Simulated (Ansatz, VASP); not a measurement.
One calculation of ZrB2, two programs

Contents of INCAR:

```
SYSTEM = ZrB2
PREC = Accurate
ENCUT = 520
EDIFF = 1E-6
ISMEAR = -1
SIGMA = 0.05
LREAL = .FALSE.
LASPH = .TRUE.
NELM = 80
ALGO = Normal
ISIF = 2
LWAVE = .FALSE.
LCHARG = .TRUE.
GGA = CA
LELF = .TRUE.
LVHAR = .TRUE.
NBANDS = 16
```

Contents of KPOINTS:

```
regular mesh
0
G
  12 12 9
  0 0 0
```

The input POSCAR:

```
ZrB2
1.0
    3.1649998255     -0.0316499983     -0.0316499983
   -1.6099096153      2.7567952510     -0.0115847034
   -0.0352000000     -0.0352000000      3.5200000000
Zr B
1 2
Direct
    0.0000000000      0.0000000000      0.0000000000
    0.3333333333      0.6666666667      0.5000000000
    0.6666666667      0.3333333333      0.5000000000
```

Input for Ansatz:

```yaml
crystal:
  lattice:
    - [3.1649998255, -0.0316499983, -0.0316499983]
    - [-1.6099096153, 2.756795251, -0.0115847034]
    - [-0.0352, -0.0352, 3.52]
  atoms:
    - { symbol: Zr, position: [0.0, 0.0, 0.0] }
    - { symbol: B, position: [0.3333333333, 0.6666666667, 0.5] }
    - { symbol: B, position: [0.6666666667, 0.3333333333, 0.5] }
kpoints:
  mp_grid: { grid: [12, 12, 9] }
  band_path:
    path:
      - [0.0, 0.0, 0.0]
      - [0.0, 0.0, 0.5]
      - [-0.5, 0.5, 0.0]
      - [0.0, 0.0, 0.0]
      - [0.0, -0.5, 0.0]
      - [-0.5, 0.0, 0.5]
      - [0.0, 0.0, 0.0]
      - [-0.5, 0.0, 0.0]
      - [0.0, -0.5, 0.5]
    npoints: 5
scf:
  occupations: { method: fermi_dirac, width: 0.05 }
hamiltonian:
  xc: lda
  pseudopotentials: { kind: all_electron, lapw: { basis_error: 0.001 } }
output:
  forces: true
  stress: true
  eigenvalues: true
```

Change from the starting cell: equal xy, yz and zx shear strains of -2 %.

Alike in both runs: task single point; functional LDA; k mesh 12 × 12 × 9; occupations fermi-dirac, width 0.05 eV; no spin polarisation.

|  | VASP | Ansatz |
| --- | --- | --- |
| version | VASP 6.6.1 | Ansatz 0.2.0 |
| potentials or method | VASP PAW LDA potentials, release 64 (Zr_sv, B), cutoff 520 eV | all-electron LAPW, scalar-relativistic |

|  | VASP | Ansatz | Ansatz less VASP |
| --- | --- | --- | --- |
| pressure (GPa) | -6.5 | -6.9 | -0.46 |
| traceless stress, the component that is largest in VASP (GPa) | 5.30 | 5.30 | -0.005 |
| rms of the force components (eV/Å) | 0.023 | 0.023 | -0.0002 |

LDA's correlation is that of Perdew and Zunger in VASP and of Perdew and Wang (1992) in Ansatz. Atom by atom the forces differ by 0.000 eV/Å (rms over components). Ansatz ran all-electron here, and VASP with PAW potentials.
